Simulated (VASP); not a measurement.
# K3C: single point with PBE

The system is K3C.

```xyz
4
Lattice="7.0303 0.0000 0.0000 -3.5152 6.0884 0.0000 0.0000 0.0000 4.8368" Properties=species:S:1:pos:R:3 pbc="T T T"
K     0.0000    4.0590    0.0000
K     0.0000    0.0000    0.0000
K     3.5152    2.0295    0.0000
C     0.0000    0.0000    2.4184
```

```json
{"Program": "VASP 6.6.1", "Task": "single point", "Functional": "PBE", "Potentials or basis": "VASP PAW PBE potentials, release 64 (K_sv, C)", "Cutoff": "520 eV", "k mesh": "3 × 3 × 4", "Occupations": "gaussian, width 0.1 eV", "Spin": "collinear spin, ferromagnetic start", "Starting moments": "[0.0, 0.0, 0.0, 1.0] μB"}
```

```
Pressure                                              : 1.8 GPa
Net moment                                            : 2.22 μB per cell
Site moments                                          : K -0.01, +0.10; C +1.04 μB
Valence electrons inside the program's atomic spheres : K 7.54, 7.64; C 2.13
```

Stress tensor (GPa, compression positive):
```
0.69 0.00 0.00
0.00 0.69 0.00
0.00 0.00 4.13
```

Levels at points of the mesh, in eV from the Fermi level:
Spin up:
```csv
k point,band 15,band 16,band 17,band 18,band 19,band 20
"(0.00, 0.00, 0.00)",-1.24,-1.24,-0.21,1.67,1.67,2.41
"(0.00, 0.00, 0.50)",-1.45,-1.45,-0.20,0.74,2.41,2.41
```
Spin down:
| k point | band 12 | band 13 | band 14 | band 15 | band 16 | band 17 |
| --- | --- | --- | --- | --- | --- | --- |
| (0.00, 0.00, 0.00) | -14.17 | -6.92 | -1.59 | 0.55 | 0.55 | 1.50 |
| (0.00, 0.00, 0.50) | -14.31 | -6.08 | -0.80 | 0.48 | 0.48 | 0.61 |

Wall time 5.5 min on 1 thread of Oxide Virtual Turin-like Processor (shared host), peak memory 0.39 GiB.
